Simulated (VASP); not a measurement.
# MoRu3W (Pm-3m) in VASP: further runs

MoRu3W is run at these levels: PBE; tasks: relaxation of cell and atoms, single point.

Everything below comes from runs of VASP 6.6.1. Logs are shortened: lines on timing, memory, paths and dates and some standing lists are left out, and cuts for length are marked.

**1. The cell of the first run**

Symmetry: Pm-3m, No. 221, cubic system. The conventional cell has a = 4.305 Å, b = 4.305 Å, c = 4.305 Å, α = 90.00°, β = 90.00°, γ = 90.00°. Mo (site symmetry m-3m) has 12 Ru at 3.04 Å and 8 W at 3.73 Å within 4.0 Å. Ru (site symmetry 4/mmm) has 2 W at 2.15 Å within 2.8 Å. Within 2.8 Å of W (site symmetry m-3m) lie 6 Ru at 2.15 Å.

**2. Relaxation of cell and atoms, PBE**

The input, INCAR:

```
ALGO = Fast
EDIFF = 1E-7
EDIFFG = -0.04
ENCUT = 600
GGA = PE
IBRION = 2
ISIF = 3
ISMEAR = 0
LASPH = True
LCHARG = False
LREAL = False
LWAVE = False
NELM = 80
NSW = 90
PREC = Accurate
SIGMA = 0.1
```

The input, KPOINTS:

```
k-points
0
Gamma
  4 4 4
```

The input, POSCAR:

```
MoRu3W
1.0
    4.3045773700      0.0000000000      0.0000000000
    0.0000000000      4.3045773700      0.0000000000
    0.0000000000      0.0000000000      4.3045773700
Mo Ru W
1 3 1
Direct
    0.0000000000      0.0000000000      0.0000000000
    0.0000000000      0.5000000000      0.5000000000
    0.5000000000      0.0000000000      0.5000000000
    0.5000000000      0.5000000000      0.0000000000
    0.5000000000      0.5000000000      0.5000000000
```

Potentials or basis: VASP PAW PBE potentials, release 64 (Mo_sv, Ru_pv, W_sv).

The run is started by

```console
$ cat potpaw_PBE.64/Mo_sv/POTCAR potpaw_PBE.64/Ru_pv/POTCAR potpaw_PBE.64/W_sv/POTCAR > POTCAR
$ mpirun -np 1 vasp_std > vasp.out
```

OUTCAR:

```text
EDIFF = 1E-7
   EDIFFG = -0.04
   ENCUT = 600
   GGA = PE
   IBRION = 2
   ISIF = 3
   ISMEAR = 0
   LASPH = True
   LREAL = False
   NELM = 80
   NSW = 90
   PREC = Accurate

 ion  position               nearest neighbor table
   1  0.000  0.000  0.000-   2 3.04   3 3.04   4 3.04   2 3.04   3 3.04   2 3.04   4 3.04   2 3.04
                             3 3.04   4 3.04   3 3.04   4 3.04
   2  0.000  0.500  0.500-   5 2.15   5 2.15   4 3.04   1 3.04   1 3.04   4 3.04   1 3.04   3 3.04
                             1 3.04   3 3.04   4 3.04   3 3.04   4 3.04   3 3.04
   3  0.500  0.000  0.500-   5 2.15   5 2.15   4 3.04   1 3.04   1 3.04   4 3.04   2 3.04   4 3.04
                             2 3.04   4 3.04   1 3.04   2 3.04   1 3.04   2 3.04
   4  0.500  0.500  0.000-   5 2.15   5 2.15   3 3.04   1 3.04   2 3.04   3 3.04   2 3.04   1 3.04
                             3 3.04   3 3.04   1 3.04   2 3.04   2 3.04   1 3.04
   5  0.500  0.500  0.500-   2 2.15   3 2.15   4 2.15   4 2.15   3 2.15   2 2.15

  LATTYP: Found a simple cubic cell.
 ALAT       =     4.3045773700

  Lattice vectors:

 A1 = (   4.3045773700,   0.0000000000,   0.0000000000)
 A2 = (   0.0000000000,   4.3045773700,   0.0000000000)
 A3 = (   0.0000000000,   0.0000000000,   4.3045773700)

Analysis of symmetry for initial positions (statically):
=====================================================================
 Subroutine PRICEL returns:
 Original cell was already a primitive cell.

 Routine SETGRP: Setting up the symmetry group for a
 simple cubic supercell.

 Subroutine GETGRP returns: Found 48 space group operations
 (whereof 48 operations were pure point group operations)
 out of a pool of 48 trial point group operations.

The static configuration has the point symmetry O_h .

Analysis of symmetry for dynamics (positions and initial velocities):
=====================================================================
 Subroutine PRICEL returns:
 Original cell was already a primitive cell.

 Routine SETGRP: Setting up the symmetry group for a
 simple cubic supercell.

 Subroutine GETGRP returns: Found 48 space group operations
 (whereof 48 operations were pure point group operations)
 out of a pool of 48 trial point group operations.

The dynamic configuration has the point symmetry O_h .

 Subroutine INISYM returns: Found 48 space group operations
 (whereof 48 operations are pure point group operations),
 and found     1 'primitive' translations

----------------------------------------------------------------------------------------

                                     Primitive cell

  volume of cell :      79.7612

  direct lattice vectors                    reciprocal lattice vectors
     4.304577370  0.000000000  0.000000000     0.232310844  0.000000000  0.000000000
     0.000000000  4.304577370  0.000000000     0.000000000  0.232310844  0.000000000
     0.000000000  0.000000000  4.304577370     0.000000000  0.000000000  0.232310844

  length of vectors
     4.304577370  4.304577370  4.304577370     0.232310844  0.232310844  0.232310844

  position of ions in fractional coordinates (direct lattice)
     0.000000000  0.000000000  0.000000000
     0.000000000  0.500000000  0.500000000
     0.500000000  0.000000000  0.500000000
     0.500000000  0.500000000  0.000000000
     0.500000000  0.500000000  0.500000000

  ion indices of the primitive-cell ions
   primitive index   ion index
                 1           1
                 2           2
                 3           3
                 4           4
                 5           5

----------------------------------------------------------------------------------------

 KPOINTS: k-points

Automatic generation of k-mesh.
 Grid dimensions read from file:
 generate k-points for:    4    4    4

 Generating k-lattice:

  Cartesian coordinates                     Fractional coordinates (reciprocal lattice)
     0.058077711  0.000000000  0.000000000     0.250000000  0.000000000  0.000000000
     0.000000000  0.058077711  0.000000000     0.000000000  0.250000000  0.000000000
     0.000000000  0.000000000  0.058077711     0.000000000  0.000000000  0.250000000

  Length of vectors
     0.058077711  0.058077711  0.058077711

  Shift w.r.t. Gamma in fractional coordinates (k-lattice)
     0.000000000  0.000000000  0.000000000

 Subroutine IBZKPT returns following result:
 ===========================================

 Found     10 irreducible k-points:

 Following reciprocal coordinates:
            Coordinates               Weight
  0.000000  0.000000  0.000000      1.000000
  0.250000  0.000000  0.000000      6.000000
  0.500000  0.000000  0.000000      3.000000
  0.250000  0.250000  0.000000     12.000000
  0.500000  0.250000  0.000000     12.000000
  0.500000  0.500000  0.000000      3.000000
  0.250000  0.250000  0.250000      8.000000
  0.500000  0.250000  0.250000     12.000000
  0.500000  0.500000  0.250000      6.000000
[... 73 lines left out ...]

 val. band max:       10.9624232596   @ k =   0.5000   0.5000   0.0000
 cond. band min:      10.9796528431   @ k =   0.5000   0.5000   0.5000
 fundamental gap:      0.0172295835
 Fermi energy:        10.9728832472

 k-point     1 :       0.0000    0.0000    0.0000
  band No.  band energies     occupation
      1     -63.6445      2.00000
      2     -50.4069      2.00000
      3     -33.3867      2.00000
      4     -33.3867      2.00000
      5     -33.3867      2.00000
      6     -31.6080      2.00000
[... 34 lines left out ...]
     41      12.7244      0.00000
     42      16.0354      0.00000
[... 982 lines left out ...]
  FORCE on cell =-STRESS in cart. coord.  units (eV):
  Direction    XX          YY          ZZ          XY          YZ          ZX
  --------------------------------------------------------------------------------------
  -------------------------------------------------------------------------------------
  Total       -0.7301662     -0.7301662     -0.7301662     -0.0000000     -0.0000000      0.0000000
  in kB      -11.9036598    -11.9036598    -11.9036598     -0.0000000     -0.0000000      0.0000000
  external PRESSURE =     -11.9036598 kB  Pullay stress =       0.0000000 kB

 VOLUME and BASIS-vectors are now :
 -----------------------------------------------------------------------------
  energy-cutoff  :      600.00
  volume of cell :       98.28
      direct lattice vectors                 reciprocal lattice vectors
     4.614775678 -0.000000000  0.000000000     0.216695257  0.000000000 -0.000000000
    -0.000000000  4.614775678 -0.000000000     0.000000000  0.216695257  0.000000000
     0.000000000 -0.000000000  4.614775678    -0.000000000  0.000000000  0.216695257

 POSITION                                       TOTAL-FORCE (eV/Angst)
 -----------------------------------------------------------------------------------
      0.00000      0.00000      0.00000         0.000000      0.000000      0.000000
      0.00000      2.30739      2.30739        -0.000000     -0.000000      0.000000
      2.30739     -0.00000      2.30739         0.000000     -0.000000      0.000000
      2.30739      2.30739     -0.00000         0.000000      0.000000      0.000000
      2.30739      2.30739      2.30739         0.000000     -0.000000      0.000000
 -----------------------------------------------------------------------------------
    total drift:                                0.000000      0.000000      0.000000

  FREE ENERGIE OF THE ION-ELECTRON SYSTEM (eV)
  ---------------------------------------------------
  free  energy   TOTEN  =       -41.8577930410 eV

  energy  without entropy=      -41.7807708169  energy(sigma->0) =      -41.81928193

--------------------------------------- Ionic step        5  -------------------------------------------

 number of electron      70.0000032 magnetization

 Free energy of the ion-electron system (eV)
  ---------------------------------------------------
  ext. energy  EPLUGINS =         0.00000000
  ---------------------------------------------------
  free energy    TOTEN  =       -41.86052432 eV

  energy without entropy =      -41.78458957  energy(sigma->0) =      -41.82255695

 E-fermi :   8.0861     XC(G=0): -11.8781

 val. band max:        8.0796135436   @ k =   0.2500   0.2500   0.2500
 cond. band min:       8.0919728287   @ k =   0.5000   0.5000   0.5000
 fundamental gap:      0.0123592852
 Fermi energy:         8.0860500333

 k-point     1 :       0.0000    0.0000    0.0000
  band No.  band energies     occupation
      1     -66.1911      2.00000
      2     -53.3920      2.00000
      3     -35.1359      2.00000
      4     -35.1359      2.00000
      5     -35.1359      2.00000
      6     -34.2286      2.00000
[... 34 lines left out ...]
     41       9.6957      0.00000
     42      11.8531      0.00000
[... 408 lines left out ...]
  FORCE on cell =-STRESS in cart. coord.  units (eV):
  Direction    XX          YY          ZZ          XY          YZ          ZX
  --------------------------------------------------------------------------------------
  -------------------------------------------------------------------------------------
  Total        0.0321614      0.0321614      0.0321614      0.0000000      0.0000000     -0.0000000
  in kB        0.5284149      0.5284149      0.5284149      0.0000000      0.0000000     -0.0000000
  external PRESSURE =       0.5284149 kB  Pullay stress =       0.0000000 kB

 VOLUME and BASIS-vectors are now :
 -----------------------------------------------------------------------------
  energy-cutoff  :      600.00
  volume of cell :       97.51
      direct lattice vectors                 reciprocal lattice vectors
     4.602813135 -0.000000000  0.000000000     0.217258440  0.000000000 -0.000000000
    -0.000000000  4.602813135 -0.000000000     0.000000000  0.217258440  0.000000000
     0.000000000 -0.000000000  4.602813135    -0.000000000  0.000000000  0.217258440

 POSITION                                       TOTAL-FORCE (eV/Angst)
 -----------------------------------------------------------------------------------
      0.00000      0.00000      0.00000         0.000000      0.000000      0.000000
      0.00000      2.30141      2.30141        -0.000000     -0.000000      0.000000
      2.30141     -0.00000      2.30141         0.000000     -0.000000      0.000000
      2.30141      2.30141     -0.00000         0.000000      0.000000      0.000000
      2.30141      2.30141      2.30141         0.000000     -0.000000      0.000000
 -----------------------------------------------------------------------------------
    total drift:                                0.000000      0.000000      0.000000

  FREE ENERGIE OF THE ION-ELECTRON SYSTEM (eV)
  ---------------------------------------------------
  free  energy   TOTEN  =       -41.8605243183 eV

  energy  without entropy=      -41.7845895720  energy(sigma->0) =      -41.82255695

 reached required accuracy - stopping structural energy minimisation
```

It took 2.9 min on 1 thread of Intel Xeon 6975P-C (Granite Rapids), shared host; peak memory 0.23 GiB.

Results:

- Free energy: -41.8605 eV
- Relaxed volume: 19.50 Å³/atom
- Relaxed cell: a = 4.603 Å, b = 4.603 Å, c = 4.603 Å, α = 90.00°, β = 90.00°, γ = 90.00°
- Space group after relaxing (to 0.05 Å): Pm-3m (No. 221)
- Energy gained by relaxing: 488.2 meV/atom
- Ionic steps: 5
- Pressure after relaxing: 0.1 GPa
- Band gap on the k mesh: zero (band 35 reaches 8.62 eV, above the bottom of band 36 at 7.87 eV)

Step by step:
| step | energy change (eV) | largest force (eV/Å) | pressure (GPa) | volume (Å³) |
| --- | --- | --- | --- | --- |
| 1 | 0.0000 | 0.0000 | 53.07 | 79.76 |
| 2 | 5.6748 | 0.0000 | -24.96 | 157.62 |
| 3 | -2.3732 | 0.0000 | -3.86 | 100.10 |
| 4 | -2.4385 | 0.0000 | -1.19 | 98.28 |
| 5 | -2.4412 | 0.0000 | 0.05 | 97.51 |

Final structure:
```yaml
crystal:
  lattice:
    - [4.60281, 0.00000, 0.00000]
    - [0.00000, 4.60281, 0.00000]
    - [0.00000, 0.00000, 4.60281]
  atoms:
    - { symbol: Mo, position: [0.00000, 0.00000, 0.00000] }
    - { symbol: Ru, position: [0.00000, 0.50000, 0.50000] }
    - { symbol: Ru, position: [0.50000, 0.00000, 0.50000] }
    - { symbol: Ru, position: [0.50000, 0.50000, 0.00000] }
    - { symbol: W, position: [0.50000, 0.50000, 0.50000] }
```

Caveat: the k points lie up to 0.34 Å⁻¹ apart in the final cell; the volume moved by over 15 % at a fixed basis, so the end points are rough; spin-orbit coupling is left out, which moves the levels of the heavy elements.

**3. Single point, PBE, collinear spin, ferromagnetic start**

This run uses another cell than the first one, of 19.34 Å³/atom, 1.213 times its volume.

The input, INCAR:

```
SYSTEM = MoRu3W
PREC = Accurate ; ENCUT = 520
EDIFF = 1E-6 ; ISMEAR = 0
SIGMA = 0.1 ; LREAL = .FALSE.
LASPH = .TRUE. ; NELM = 150
ALGO = Normal ; ISIF = 2
LWAVE = .FALSE. ; LCHARG = .FALSE.
ISPIN = 2 ; MAGMOM = 1 1 1 1 0
LORBIT = 11 ; LMAXMIX = 4
GGA = PE ; NBANDS = 47
```

The input, KPOINTS:

```
regular mesh
0
G
  4 4 4
  0 0 0
```

POSCAR: that of step 2 with these lines changed.

```diff
@@ -2,5 +2,5 @@
 1.0
-    4.3045773700      0.0000000000      0.0000000000
-    0.0000000000      4.3045773700      0.0000000000
-    0.0000000000      0.0000000000      4.3045773700
+    4.5901535657      0.0000000000      0.0000000000
+    0.0000000000      4.5901535657      0.0000000000
+    0.0000000000      0.0000000000      4.5901535657
 Mo Ru W
```

Potentials or basis: VASP PAW PBE potentials, release 64 (Mo_sv, Ru_pv, W_sv).

The run is started by

```console
$ cat potpaw_PBE.64/Mo_sv/POTCAR potpaw_PBE.64/Ru_pv/POTCAR potpaw_PBE.64/W_sv/POTCAR > POTCAR
$ mpirun -np 1 vasp_std > vasp.out
```

It took 88 s on 1 thread of Intel Xeon 6975P-C (Granite Rapids), shared host; peak memory 0.28 GiB.

The run converged. Its results:

| Property | Result |
| --- | --- |
| Free energy | -42.2917 eV |
| Pressure | 4.8 GPa |
| Band gap on the k mesh | zero (filled and empty bands overlap) |
| Net moment | 1.97 μB per cell |
| Site moments | Mo +2.56; Ru -0.40; W +0.21 μB |
| Valence electrons inside the program's atomic spheres | Mo 11.86; Ru 12.71; W 12.66 |

Levels at points of the mesh, in eV from the Fermi level:
Spin up:
```csv
k point,band 34,band 35,band 36,band 37,band 38,band 39
"(0.00, 0.00, 0.00)",0.11,0.49,0.92,0.92,0.92,1.46
"(0.50, 0.00, 0.00)",-0.90,-0.68,-0.42,0.03,0.12,0.94
"(0.50, 0.50, 0.00)",-0.95,-0.95,-0.84,-0.25,-0.02,0.05
"(0.50, 0.50, 0.50)",-0.41,-0.41,-0.08,-0.08,-0.08,0.14
```
Spin down:
```
           k point  band 32  band 33  band 34  band 35  band 36  band 37
(0.00, 0.00, 0.00)    -0.20     0.14     1.18     1.18     1.65     1.65
(0.50, 0.00, 0.00)    -1.30    -0.74    -0.20     0.49     0.49     1.12
(0.50, 0.50, 0.00)    -1.46    -1.21    -0.76     0.31     0.68     0.69
(0.50, 0.50, 0.50)    -1.14    -1.14    -0.23    -0.23    -0.16    -0.16
```

Caveat: spin-orbit coupling is left out, which moves the levels of the heavy elements.

**4. Single point, PBE**

This run uses another cell than the first one, of 19.34 Å³/atom, 1.213 times its volume.

The input, INCAR:

```
SYSTEM = MoRu3W
  PREC = Accurate
  ENCUT = 600
  EDIFF = 1E-6
  ISMEAR = 0
  SIGMA = 0.1
  LREAL = .FALSE.
  LASPH = .TRUE.
  NELM = 120
  ALGO = Normal
  ISIF = 2
  LWAVE = .FALSE.
  LCHARG = .FALSE.
  GGA = PE
  NBANDS = 46
  GGA_COMPAT = .FALSE.
```

KPOINTS is that of step 3.

POSCAR: that of step 3 with these lines changed.

```diff
@@ -2,5 +2,5 @@
 1.0
-    4.5901535657      0.0000000000      0.0000000000
-    0.0000000000      4.5901535657      0.0000000000
-    0.0000000000      0.0000000000      4.5901535657
+    4.5901535744      0.0000000000      0.0000000000
+    0.0000000000      4.5901535744      0.0000000000
+    0.0000000000      0.0000000000      4.5901535744
 Mo Ru W
```

Potentials or basis: VASP PAW PBE potentials, release 64 (Mo_sv, Ru_sv, W_sv).

The run is started by

```console
$ cat potpaw_PBE.64/Mo_sv/POTCAR potpaw_PBE.64/Ru_sv/POTCAR potpaw_PBE.64/W_sv/POTCAR > POTCAR
$ mpirun -np 1 vasp_std > vasp.out
```

Wall time 58 s (1 thread of Intel Xeon Platinum 8488C (Sapphire Rapids), shared host); peak memory 0.26 GiB.

Results (log left out):

```
Free energy            : -42.0239 eV
Pressure               : 1.1 GPa
Band gap on the k mesh : zero (band 38 reaches 9.73 eV, above the bottom of band 39 at 8.97 eV)
```

Levels at points of the mesh, in eV from the Fermi level:
| k point | band 36 | band 37 | band 38 | band 39 | band 40 | band 41 |
| --- | --- | --- | --- | --- | --- | --- |
| (0.00, 0.00, 0.00) | 0.32 | 0.55 | 0.55 | 1.27 | 1.27 | 1.27 |
| (0.50, 0.00, 0.00) | -0.56 | -0.34 | -0.34 | -0.06 | 0.10 | 0.51 |
| (0.50, 0.50, 0.00) | -1.33 | -0.48 | -0.22 | -0.22 | 0.03 | 0.28 |
| (0.50, 0.50, 0.50) | -1.16 | -0.29 | -0.29 | 0.01 | 0.01 | 0.01 |

Caveat: spin-orbit coupling is left out, which moves the levels of the heavy elements.

**5. The runs side by side**

| task | potentials or basis | spin | cell | cutoff (eV) | second run | gap on the mesh (eV) | pressure (GPa) |
| --- | --- | --- | --- | --- | --- | --- | --- |
| relaxation of cell and atoms | VASP PAW PBE potentials, release 64 (Mo_sv, Ru_pv, W_sv) | off | relaxed from a = 4.305 Å, 5 atoms | 600 | - | none | 0.1 |
| single point | VASP PAW PBE potentials, release 64 (Mo_sv, Ru_pv, W_sv) | collinear, ferromagnetic start | a = 4.590 Å, 5 atoms | 520 | - | none | 4.8 |
| single point | VASP PAW PBE potentials, release 64 (Mo_sv, Ru_sv, W_sv) | off | a = 4.590 Å, 5 atoms | 600 | valence_matched | none | 1.1 |

Alike in all rows: level PBE; k mesh 4 × 4 × 4; smearing gaussian 0.1 eV.

Caveats: some runs use coarse meshes; spin-orbit coupling is left out, which moves the levels of the heavy elements; the volume moved by over 15 % at a fixed basis, so the end points are rough (some runs).

Total energies depend on the potentials used, so only differences within one code and one set of settings carry meaning.
